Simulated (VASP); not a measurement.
# P (I4_122) in VASP: a series of runs

The runs below take P through single point, relaxation of cell and atoms, with PBE.

All numbers are computed with VASP 6.6.1; they aren't measurements. Logs are shortened: lines on timing, memory, paths and dates and some standing lists are left out, and cuts for length are marked.

## 1. The cell of the first run

It takes space group I4_122 (No. 98, tetragonal). The conventional cell has a = 3.910 Å, b = 3.910 Å, c = 7.799 Å, α = 90.00°, β = 90.00°, γ = 90.00°. P (site symmetry 2) has 4 P at 2.04 to 2.24 Å within 2.7 Å.

The cell was generated, and may not be a known phase.

## 2. Single point, PBE

INCAR

```
PREC = Accurate
ENCUT = 520
EDIFF = 1E-6
ISMEAR = 0
SIGMA = 0.1
LREAL = F
LASPH = T
NELM = 60
ALGO = Normal
ISIF = 2
LWAVE = F
LCHARG = F
GGA = PE
NBANDS = 18
```

KPOINTS

```
Automatic mesh
0
Gamma
  6 6 6
```

POSCAR

```
P
1.0
   -1.9549946000      1.9549946000      3.8992522600
    1.9549946000     -1.9549946000      3.8992522600
    1.9549946000      1.9549946000     -3.8992522600
P
4
Direct
    0.3750000000      0.9863820100      0.1113820100
    0.7363820100      0.1250000000      0.1113820100
    0.0136179900      0.6250000000      0.8886179900
    0.8750000000      0.2636179900      0.8886179900
```

Potentials or basis: VASP PAW PBE potentials, release 64 (P).

Command:

```bash
$ cat potpaw_PBE.64/P/POTCAR > POTCAR
$ mpirun -np 1 vasp_std > vasp.out
```

OUTCAR:

```text
PREC = Accurate
   ENCUT = 520
   EDIFF = 1E-6
   ISMEAR = 0
   LREAL = F
   LASPH = T
   NELM = 60
   ISIF = 2
   GGA = PE

 ion  position               nearest neighbor table
   1  0.375  0.986  0.111-   2 2.04   3 2.04   4 2.24   4 2.24   2 2.90   3 2.90
   2  0.736  0.125  0.111-   1 2.04   4 2.04   3 2.24   3 2.24   4 2.90   1 2.90
   3  0.014  0.625  0.889-   1 2.04   4 2.04   2 2.24   2 2.24   4 2.90   1 2.90
   4  0.875  0.264  0.889-   2 2.04   3 2.04   1 2.24   1 2.24   3 2.90   2 2.90

  LATTYP: Found a body centered tetragonal cell.
 ALAT       =     3.9099892000
 C/A-ratio  =     1.9945079439

  Lattice vectors:

 A1 = (  -1.9549946000,   1.9549946000,   3.8992522600)
 A2 = (   1.9549946000,  -1.9549946000,   3.8992522600)
 A3 = (   1.9549946000,   1.9549946000,  -3.8992522600)

Analysis of symmetry for initial positions (statically):
=====================================================================
 Subroutine PRICEL returns:
 Original cell was already a primitive cell.

 Routine SETGRP: Setting up the symmetry group for a
 body centered tetragonal supercell.

 Subroutine GETGRP returns: Found  8 space group operations
 (whereof  4 operations were pure point group operations)
 out of a pool of 16 trial point group operations.

The static configuration has the point symmetry D_2 .
 The point group associated with its full space group is D_4 .

Analysis of symmetry for dynamics (positions and initial velocities):
=====================================================================
 Subroutine PRICEL returns:
 Original cell was already a primitive cell.

 Routine SETGRP: Setting up the symmetry group for a
 body centered tetragonal supercell.

 Subroutine GETGRP returns: Found  8 space group operations
 (whereof  4 operations were pure point group operations)
 out of a pool of 16 trial point group operations.

The dynamic configuration has the point symmetry D_2 .
 The point group associated with its full space group is D_4 .

 Subroutine INISYM returns: Found  8 space group operations
 (whereof  4 operations are pure point group operations),
 and found     1 'primitive' translations

----------------------------------------------------------------------------------------

                                     Primitive cell

  volume of cell :      59.6118

  direct lattice vectors                    reciprocal lattice vectors
    -1.954994600  1.954994600  3.899252260     0.000000000  0.255755182  0.128229713
     1.954994600 -1.954994600  3.899252260     0.255755182  0.000000000  0.128229713
     1.954994600  1.954994600 -3.899252260     0.255755182  0.255755182  0.000000000

  length of vectors
     4.779976565  4.779976565  4.779976565     0.286100634  0.286100634  0.361692447

  position of ions in fractional coordinates (direct lattice)
     0.375000000  0.986382010  0.111382010
     0.736382010  0.125000000  0.111382010
     0.013617990  0.625000000  0.888617990
     0.875000000  0.263617990  0.888617990

  ion indices of the primitive-cell ions
   primitive index   ion index
                 1           1
                 2           2
                 3           3
                 4           4

----------------------------------------------------------------------------------------

 KPOINTS: Automatic mesh

Automatic generation of k-mesh.
 Grid dimensions read from file:
 generate k-points for:    6    6    6

 Generating k-lattice:

  Cartesian coordinates                     Fractional coordinates (reciprocal lattice)
     0.000000000  0.042625864  0.021371619     0.166666667  0.000000000  0.000000000
     0.042625864  0.000000000  0.021371619     0.000000000  0.166666667  0.000000000
     0.042625864  0.042625864  0.000000000     0.000000000  0.000000000  0.166666667

  Length of vectors
     0.047683439  0.047683439  0.060282075

  Shift w.r.t. Gamma in fractional coordinates (k-lattice)
     0.000000000  0.000000000  0.000000000

 Subroutine IBZKPT returns following result:
 ===========================================

 Found     30 irreducible k-points:

 Following reciprocal coordinates:
            Coordinates               Weight
  0.000000  0.000000  0.000000      1.000000
  0.166667  0.000000  0.000000      8.000000
  0.333333  0.000000 -0.000000      8.000000
  0.500000  0.000000 -0.000000      4.000000
  0.166667  0.166667 -0.000000      8.000000
  0.333333  0.166667 -0.000000     16.000000
[... 16 lines left out ...]
 -0.333333 -0.333333  0.166667      8.000000
 -0.166667 -0.333333  0.166667      8.000000
 [... further k-points ...]
   k-points           NKPTS =     30   k-points in BZ     NKDIM =     30   number of bands    NBANDS=     18
   number of dos      NEDOS =    301   number of ions     NIONS =      4
   total plane-waves  NPLWV =  46656
   dimension x,y,z NGX =    36 NGY =   36 NGZ =   36
   dimension x,y,z NGXF=    72 NGYF=   72 NGZF=   72
   ions per type =               4
   NGX,Y,Z   is equivalent  to a cutoff of  12.52, 12.52, 12.52 a.u.
   NGXF,Y,Z  is equivalent  to a cutoff of  25.04, 25.04, 25.04 a.u.
 SYSTEM =  unknown system
   PREC   = accura    normal or accurate (medium, high low for compatibility)
   ISTART =      0    job   : 0-new  1-cont  2-samecut
   ICHARG =      2    charge: 1-file 2-atom 10-const
   ISPIN  =      1    spin polarized calculation?
   LNONCOLLINEAR =      F non collinear calculations
   LSORBIT =      F    spin-orbit coupling
   LASPH  =      T    aspherical Exc in radial PAW
   ENCUT  =  520.0 eV  38.22 Ry    6.18 a.u.   8.89  8.89  8.89*2*pi/ulx,y,z
   NELM   =     60;   NELMIN=  2; NELMDL= -5     # of ELM steps
   EDIFF  = 0.1E-05   stopping-criterion for ELM
   LREAL  =      F    real-space projection
   EDIFFG = 0.1E-04   stopping-criterion for IOM
   NSW    =      0    number of steps for IOM
   IBRION =     -1    ionic relax: 0-MD 1-quasi-New 2-CG
   NFREE  =      0    steps in history (QN), initial steepest desc. (CG)
   ISIF   =      2    stress and relaxation
   ISYM   =      2    0-nonsym 1-usesym 2-fastsym
   POTIM  = 0.5000    time-step for ionic-motion
   TEBEG  =    0.0;   TEEND  =   0.0 temperature during run
   PSTRESS=    0.0 pullay stress
   NELECT =      20.0000    total number of electrons
   NUPDOWN=      -1.0000    fix difference up-down
[... 32 lines left out ...]

  energy without entropy =      -18.00867488  energy(sigma->0) =      -18.01604726

 E-fermi :   9.7394     XC(G=0): -10.9068

 val. band max:        9.7124427854   @ k =   0.3333   0.1667   0.1667
 cond. band min:       9.7643315348   @ k =  -0.3333  -0.3333   0.1667
 fundamental gap:      0.0518887494
 Fermi energy:         9.7393745215

 k-point     1 :       0.0000    0.0000    0.0000
  band No.  band energies     occupation
      1      -8.4379      2.00000
      2      -0.5745      2.00000
      3      -0.3159      2.00000
      4      -0.2133      2.00000
      5      -0.2133      2.00000
      6       3.4138      2.00000
[... 10 lines left out ...]
     17      16.1927      0.00000
     18      17.7211      0.00000

 k-point     2 :       0.1667    0.0000    0.0000
  band No.  band energies     occupation
      1      -8.1826      2.00000
      2      -2.1465      2.00000
      3      -0.6823      2.00000
      4      -0.4562      2.00000
      5       1.4446      2.00000
      6       3.4508      2.00000
[... 10 lines left out ...]
     17      16.5576      0.00000
     18      17.5536      0.00000

 k-point     3 :       0.3333    0.0000   -0.0000
  band No.  band energies     occupation
      1      -7.4762      2.00000
      2      -3.8799      2.00000
      3      -1.1862      2.00000
      4      -0.8252      2.00000
      5       3.1535      2.00000
      6       3.4559      2.00000
[... 10 lines left out ...]
     17      16.6674      0.00000
     18      17.5167      0.00000

 k-point     4 :       0.5000    0.0000   -0.0000
  band No.  band energies     occupation
      1      -6.8421      2.00000
      2      -4.8919      2.00000
      3      -1.3708      2.00000
      4      -1.0021      2.00000
      5       3.2332      2.00000
      6       4.0997      2.00000
[... 10 lines left out ...]
     17      16.8498      0.00000
     18      17.0493      0.00000

 k-point     5 :       0.1667    0.1667   -0.0000
  band No.  band energies     occupation
      1      -7.8156      2.00000
      2      -3.1553      2.00000
      3      -1.4931      2.00000
      4      -0.0447      2.00000
      5       2.4401      2.00000
      6       2.6781      2.00000
[... 10 lines left out ...]
     17      16.6885      0.00000
     18      17.2387      0.00000

 k-point     6 :       0.3333    0.1667   -0.0000
  band No.  band energies     occupation
      1      -7.0387      2.00000
      2      -4.3736      2.00000
      3      -2.0219      2.00000
      4      -0.1987      2.00000
      5       2.0371      2.00000
      6       3.6125      2.00000
[... 10 lines left out ...]
     17      16.3072      0.00000
     18      17.3745      0.00000

 k-point     7 :       0.5000    0.1667   -0.0000
  band No.  band energies     occupation
      1      -6.6737      2.00000
      2      -4.7519      2.00000
      3      -2.0946      2.00000
      4      -0.3373      2.00000
      5       2.1078      2.00000
      6       3.5362      2.00000
[... 10 lines left out ...]
     17      16.1011      0.00000
     18      17.4258      0.00000

 k-point     8 :      -0.3333    0.1667    0.0000
  band No.  band energies     occupation
      1      -7.4437      2.00000
      2      -3.3828      2.00000
      3      -1.8396      2.00000
      4      -0.1855      2.00000
      5       1.8271      2.00000
      6       2.8136      2.00000
[... 10 lines left out ...]
     17      16.6092      0.00000
     18      18.0203      0.00000
[... 229 lines left out ...]
     17      15.3850      0.00000
     18      16.5755      0.00000

 k-point    20 :       0.5000    0.5000    0.1667
  band No.  band energies     occupation
      1      -5.8247      2.00000
      2      -5.1730      2.00000
      3      -3.3704      2.00000
      4       0.4313      2.00000
      5       1.9686      2.00000
      6       2.8384      2.00000
[... 10 lines left out ...]
     17      17.4170      0.00000
     18      17.5310      0.00000

 k-point    21 :      -0.3333    0.5000    0.1667
  band No.  band energies     occupation
      1      -6.3520      2.00000
      2      -5.1463      2.00000
      3      -3.2075      2.00000
      4       1.0733      2.00000
      5       2.1548      2.00000
      6       4.0424      2.00000
[... 10 lines left out ...]
     17      15.2463      0.00000
     18      17.8549      0.00000

 k-point    22 :      -0.1667    0.5000    0.1667
  band No.  band energies     occupation
      1      -6.8928      2.00000
      2      -4.8057      2.00000
      3      -2.7261      2.00000
      4       0.9814      2.00000
      5       2.9611      2.00000
      6       3.1807      2.00000
[... 10 lines left out ...]
     17      15.6660      0.00000
     18      17.3250      0.00000

 k-point    23 :      -0.3333   -0.3333    0.1667
  band No.  band energies     occupation
      1      -7.1319      2.00000
      2      -4.6266      2.00000
      3      -2.6538      2.00000
      4       1.3612      2.00000
      5       2.2787      2.00000
      6       3.6882      2.00000
[... 10 lines left out ...]
     17      15.9008      0.00000
     18      16.1143      0.00000

 k-point    24 :      -0.1667   -0.3333    0.1667
  band No.  band energies     occupation
      1      -7.7136      2.00000
      2      -3.8196      2.00000
      3      -2.0679      2.00000
      4       1.3131      2.00000
      5       2.8307      2.00000
      6       2.9823      2.00000
[... 10 lines left out ...]
     17      15.5702      0.00000
     18      16.9608      0.00000

 [... further k-points ...]

------------------------ aborting loop because EDIFF is reached ----------------------------------------

  FORCE on cell =-STRESS in cart. coord.  units (eV):
  Direction    XX          YY          ZZ          XY          YZ          ZX
  --------------------------------------------------------------------------------------
  -------------------------------------------------------------------------------------
  Total        4.5033665      4.5033665     23.8824468      0.0000000      0.0000000      0.0000000
  in kB      121.0362401    121.0362401    641.8845963      0.0000000      0.0000000      0.0000000
  external PRESSURE =     294.6523588 kB  Pullay stress =       0.0000000 kB

 VOLUME and BASIS-vectors are now :
 -----------------------------------------------------------------------------
  energy-cutoff  :      520.00
  volume of cell :       59.61
      direct lattice vectors                 reciprocal lattice vectors
    -1.954994600  1.954994600  3.899252260     0.000000000  0.255755182  0.128229713
     1.954994600 -1.954994600  3.899252260     0.255755182  0.000000000  0.128229713
     1.954994600  1.954994600 -3.899252260     0.255755182  0.255755182  0.000000000

 POSITION                                       TOTAL-FORCE (eV/Angst)
 -----------------------------------------------------------------------------------
      1.41300     -0.97750      4.87407         0.103326      0.000000     -0.000000
     -0.97750      1.41300      2.92444         0.000000      0.103326     -0.000000
      2.93249      0.54199     -0.97481         0.000000     -0.103326      0.000000
      0.54199      2.93249      0.97481        -0.103326      0.000000      0.000000
 -----------------------------------------------------------------------------------
    total drift:                               -0.000000      0.000000     -0.000000

  FREE ENERGIE OF THE ION-ELECTRON SYSTEM (eV)
  ---------------------------------------------------
  free  energy   TOTEN  =       -18.0234196387 eV

  energy  without entropy=      -18.0086748761  energy(sigma->0) =      -18.01604726
```

It took 29 s on 1 thread of Oxide Virtual Turin-like, shared host; peak memory 0.16 GiB.

Results:

```yaml
Free_energy: -18.0234 eV
Pressure: 29.5 GPa
Largest_force: 0.103 eV/Å
Band_gap_on_the_k_mesh: zero (bands 10 and 11 overlap by 3.11 eV)
```

Forces in eV/Å, atoms in the order of the input:
```
P    0.103  0.000  0.000
P    0.000  0.103  0.000
P    0.000 -0.103  0.000
P   -0.103  0.000  0.000
```

Stress tensor (GPa, compression positive):
```
12.10  0.00  0.00
 0.00 12.10  0.00
 0.00  0.00 64.19
```

Caveat: the stress differs along the axes, from 12 to 64 GPa.

## 3. Single point, PBE

This run uses another cell than the first one, of 15.09 Å³/atom.

INCAR

```
  PREC = Accurate
  ENCUT = 520
  EDIFF = 1E-6
  ISMEAR = 0
  SIGMA = 0.1
  LREAL = F
  LASPH = T
  NELM = 100
  ALGO = Normal
  ISIF = 2
  LWAVE = F
  LCHARG = T
  GGA = PE
  LELF = T
  LVHAR = T
  NBANDS = 18
```

KPOINTS

```
regular mesh
0
Gamma
  6 6 6
```

POSCAR

```
P
1.0
   -1.7283593503      1.7283593503      5.0508681158
    1.7283593503     -1.7283593503      5.0508681158
    1.7283593503      1.7283593503     -5.0508681158
P
4
Direct
    0.3750000000      0.9006802433      0.0256802433
    0.6506802433      0.1250000000      0.0256802433
    0.0993197567      0.6250000000      0.9743197567
    0.8750000000      0.3493197567      0.9743197567
```

Potentials or basis: VASP PAW PBE potentials, release 64 (P).

Command:

```bash
$ cat potpaw_PBE.64/P/POTCAR > POTCAR
$ mpirun -np 1 vasp_std > vasp.out
```

It took 76 s on 1 thread of Oxide Virtual Turin-like, shared host; peak memory 0.2 GiB.

The run converged. Its results:

* Free energy: -21.0446 eV
* Pressure: -0.3 GPa
* Largest force: 0.018 eV/Å
* Band gap on the k mesh: zero (bands 10 and 11 overlap by 3.76 eV)

Forces in eV/Å, atoms in the order of the input:
```
P    0.018  0.000  0.000
P    0.000  0.018  0.000
P    0.000 -0.018  0.000
P   -0.018  0.000  0.000
```

Stress tensor (GPa, compression positive):
```
-0.17  0.00  0.00
 0.00 -0.17  0.00
 0.00  0.00 -0.52
```

Levels at points of the mesh, in eV from the Fermi level:
| k point | band 7 | band 8 | band 9 | band 10 | band 11 | band 12 | band 13 | band 14 |
| --- | --- | --- | --- | --- | --- | --- | --- | --- |
| (0.00, 0.00, 0.00) | -4.27 | -4.04 | -3.98 | 1.91 | 1.91 | 3.64 | 3.97 | 3.97 |
| (0.50, 0.00, 0.00) | -2.76 | -1.86 | -1.19 | -0.57 | -0.30 | 0.37 | 2.10 | 2.21 |
| (0.50, 0.50, 0.00) | -6.85 | -5.59 | -4.98 | -0.27 | 0.09 | 1.38 | 5.13 | 5.49 |
| (0.50, 0.50, 0.50) | -3.61 | -2.47 | -2.47 | -2.17 | -1.78 | 0.77 | 3.70 | 4.82 |

## 4. Relaxation of cell and atoms, PBE

INCAR

```
SYSTEM = P
ALGO = Fast ; EDIFF = 1E-7
EDIFFG = -0.04 ; ENCUT = 600
GGA = PE ; IBRION = 2
ISIF = 3 ; ISMEAR = 0
LASPH = .TRUE. ; LCHARG = .FALSE.
LREAL = .FALSE. ; LWAVE = .FALSE.
NELM = 80 ; NSW = 90
PREC = Accurate ; SIGMA = 0.1
```

KPOINTS

```
k-points
0
G
  6 6 6
  0 0 0
```

POSCAR

```
P
1.0
   -1.9549946000      1.9549946000      3.8992522600
    1.9549946000     -1.9549946000      3.8992522600
    1.9549946000      1.9549946000     -3.8992522600
P
4
Direct
    0.3750000000      0.9863820100      0.1113820100
    0.7363820100      0.1250000000      0.1113820100
    0.0136179900      0.6250000000      0.8886179900
    0.8750000000      0.2636179900      0.8886179900
```

Command:

```bash
$ cat potpaw_PBE.64/P/POTCAR > POTCAR
$ mpirun -np 1 vasp_std > vasp.out
```

Wall time 10 min (1 thread of Oxide Virtual Turin-like, shared host); peak memory 0.22 GiB.

Results (log left out):

```yaml
Free_energy: -21.0434 eV
Relaxed_volume: 15.06 Å³/atom
Relaxed_cell: a = 5.602 Å, b = 5.602 Å, c = 5.602 Å, α = 144.05°, β = 144.05°, γ = 51.75°
Space_group_after_relaxing_to_0.1_Å: I4_122 (No. 98)
Energy_gained_by_relaxing: 754.7 meV/atom
Ionic_steps: 17
Pressure_after_relaxing: 0.1 GPa
Largest_force_after_relaxing: 0.023 eV/Å
Band_gap_on_the_k_mesh: zero (bands 10 and 11 overlap by 3.79 eV)
```

Forces on the atoms (eV/Å):
```
P   -0.023  0.000  0.000
P    0.000 -0.023  0.000
P    0.000  0.023  0.000
P    0.023  0.000  0.000
```

Step by step:
```csv
step,energy change (eV),largest force (eV/Å),pressure (GPa),volume (Å³)
1,0.0000,0.1036,29.48,59.61
2,-1.5717,0.1113,-7.97,85.37
3,-1.9342,0.0492,-0.95,75.05
4,-1.9344,0.0416,-1.40,75.49
5,-1.9567,0.2372,-0.41,74.06
6,-1.9600,0.3661,0.19,73.31
7,-1.9824,0.4639,0.15,72.62
8,-2.1188,0.8187,0.16,70.54
9,-2.5380,1.0241,1.56,66.36
10,-2.9349,0.4187,5.18,57.94
11,-2.9539,0.6932,3.24,59.95
12,-2.9613,0.5736,4.21,59.01
13,-2.9751,0.4086,3.76,58.90
14,-2.9802,0.2320,3.30,58.77
15,-2.9946,0.1868,2.63,59.08
16,-3.0175,0.0567,0.62,59.99
17,-3.0188,0.0226,0.08,60.25
```

Final structure:
```yaml
crystal:
  lattice:
    - [-1.72865, 1.72865, 5.04033]
    - [1.72865, -1.72865, 5.04033]
    - [1.72865, 1.72865, -5.04033]
  atoms:
    - { symbol: P, position: [0.37500, 0.90195, 0.02695] }
    - { symbol: P, position: [0.65195, 0.12500, 0.02695] }
    - { symbol: P, position: [0.09805, 0.62500, 0.97305] }
    - { symbol: P, position: [0.87500, 0.34805, 0.97305] }
```

Levels at points of the mesh, in eV from the Fermi level:
```
           k point  band 8  band 9  band 10  band 11  band 12  band 13
(0.00, 0.00, 0.00)   -4.04   -3.97     1.86     1.86     3.68     3.99
(0.50, 0.00, 0.00)   -1.87   -1.23    -0.57    -0.30     0.41     2.10
(0.50, 0.50, 0.00)   -5.58   -5.00    -0.29     0.11     1.40     5.12
(0.50, 0.50, 0.50)   -2.45   -2.45    -2.16    -1.81     0.73     3.66
```

Caveat: a cell axis changed by over 15 % at a fixed basis, so the end point is rough.

## 5. The runs side by side

| task | cell | cutoff (eV) | gap on the mesh (eV) | pressure (GPa) | largest force (eV/Å) |
| --- | --- | --- | --- | --- | --- |
| single point | a = 4.780 Å, angles 131.7, 131.7, 70.7°, 4 atoms, atomic positions A | 520 | none | 29.5 | 0.10 |
| single point | a = 5.611 Å, angles 144.1, 144.1, 51.6°, 4 atoms, atomic positions B | 520 | none | -0.3 | 0.02 |
| relaxation of cell and atoms | relaxed from a = 4.780 Å, angles 131.7, 131.7, 70.7°, 4 atoms, atomic positions A | 600 | none | 0.1 | 0.02 |

Alike in all rows: level PBE; potentials or basis VASP PAW PBE potentials, release 64 (P); no spin polarisation; k mesh 6 × 6 × 6; smearing gaussian 0.1 eV.

Caveats: the stress differs along the axes, from 12 to 64 GPa (at least some runs); a cell axis changed by over 15 % at a fixed basis, so the end point is rough (at least some runs).

Total energies depend on the potentials used, so only differences within one code and one set of settings carry meaning.

The gap in the log of VASP goes by the Fermi energy; the results here count the filled bands.